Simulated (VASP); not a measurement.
Write the native input for VASP 6.6.1 that does the following.

```
Task                   : single point
Functional             : PBEsol
Potentials or basis    : VASP PAW PBE potentials, release 64 (Os)
Cutoff                 : 520 eV
k mesh                 : 24 × 24 × 24
Occupations            : gaussian, width 0.15 eV
Spin                   : no spin polarisation
Dipole correction      : no
Further INCAR settings : ALGO = Fast; EDIFF = 1e-06; NBANDS = 10
```

The structure of Os lies in POSCAR:

```
Os
1.0
    0.2440420102      2.0743570863      2.0743570863
    2.0743570863      0.2440420102      2.0743570863
    2.0743570863      2.0743570863      0.2440420102
Os
1
Direct
    0.0000000000      0.0000000000      0.0000000000
```

This cell differs from its parent crystal: ratio of the length along [111] to the lengths across it x 1.2, volume and fractional coordinates fixed.

The input as run:

INCAR

```
PREC = Accurate
ENCUT = 520
EDIFF = 1E-6
ISMEAR = 0
SIGMA = 0.15
LREAL = F
LASPH = T
NELM = 100
ALGO = Fast
ISIF = 2
LWAVE = F
LCHARG = T
GGA = PS
LELF = T
LVHAR = T
NBANDS = 10
```

KPOINTS

```
regular mesh
0
Gamma
  24 24 24
```

Potentials or basis: VASP PAW PBE potentials, release 64 (Os).

Launch:

```bash
$ cat potpaw_PBE.64/Os/POTCAR > POTCAR
$ mpirun -np 1 vasp_std > vasp.out
```

It gave:

```
Pressure               : -2.3 GPa
Band gap on the k mesh : zero (band 4 reaches 10.87 eV, above the bottom of band 5 at 7.22 eV)
```

Caveat: the PAW data sets were made with another functional, which shifts forces and pressure a little; spin-orbit coupling is left out, which moves the levels of the heavy elements.

Run time: 59 s on 1 thread of Intel(R) Xeon(R) 6975P-C (Granite Rapids), with other jobs on the host, peak memory 0.32 GiB.
